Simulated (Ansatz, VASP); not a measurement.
# Two plane-wave programs on SbS3

```
Sb S
1.0
    -1.84851    1.84851    6.15760
     1.84851   -1.84851    6.15760
     1.84851    1.84851   -6.15760
Sb S
1 3
Direct
  0.00000 0.00000 0.00000
  0.50000 0.50000 0.00000
  0.25000 0.75000 0.50000
  0.75000 0.25000 0.50000
```

Alike in both runs: functional PBE; k mesh 18 × 18 × 18; occupations gaussian, width 0.1 eV; no spin polarisation.

Ansatz relaxed the structure, and its values are those at the end. VASP's run is a single point on that final structure, the one shown.

```csv
,VASP,Ansatz
version,VASP 6.6.1,Ansatz 0.2.0
potentials or method,"VASP PAW PBE potentials, release 64 (Sb, S), cutoff 520 eV","scalar-relativistic, plane waves, PAW"
valence electrons in the cell,23,33
```

```csv
,VASP,Ansatz,Ansatz less VASP
gap on the k mesh at the Fermi level (eV),none,none,-
pressure (GPa),-0.2,0.0,+0.18
```

A gap of «none» marks a metal or a gap that the smearing closes. VASP's potentials hold 23 valence electrons a cell and Ansatz's 33, so a difference there can come from the potentials and not from the codes.

Neither program's run includes spin-orbit coupling.
